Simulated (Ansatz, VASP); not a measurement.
# Two plane-wave programs on Al2Au

```
Al Au
1.0
     4.51017    0.00000    0.00000
    -2.25508    3.90592    0.00000
     0.00000    0.00000    3.09936
Al Au
2 1
Direct
  0.33333 0.66667 0.50000
  0.66667 0.33333 0.50000
  0.00000 0.00000 0.00000
```

Alike in both runs: task relaxation of cell and atoms; functional PBE; k mesh 12 × 12 × 14; occupations gaussian, width 0.1 eV; no spin polarisation.

|  | VASP | Ansatz |
| --- | --- | --- |
| version | VASP 6.6.1 | Ansatz 0.2.0 |
| potentials or method | VASP PAW PBE potentials, release 64 (Al, Au), cutoff 600 eV | scalar-relativistic, plane waves, PAW |
| valence electrons in the cell | 17 | 25 |

Ansatz gave:

- gap on the k mesh at the Fermi level, each at its own relaxed structure (eV): none
- relaxed volume (Å³/atom): 18.00
- relaxed cell length with the largest relative difference (Å): 2.767

Task: Which values does VASP return?

Result: gap on the k mesh at the Fermi level, each at its own relaxed structure (eV): none; relaxed volume (Å³/atom): 17.97; relaxed cell length with the largest relative difference (Å): 2.785.

A gap of «none» marks a metal or a gap that the smearing closes. VASP's potentials hold 17 valence electrons a cell and Ansatz's 25, so a difference there can come from the potentials and not from the codes.

Neither program's run includes spin-orbit coupling.
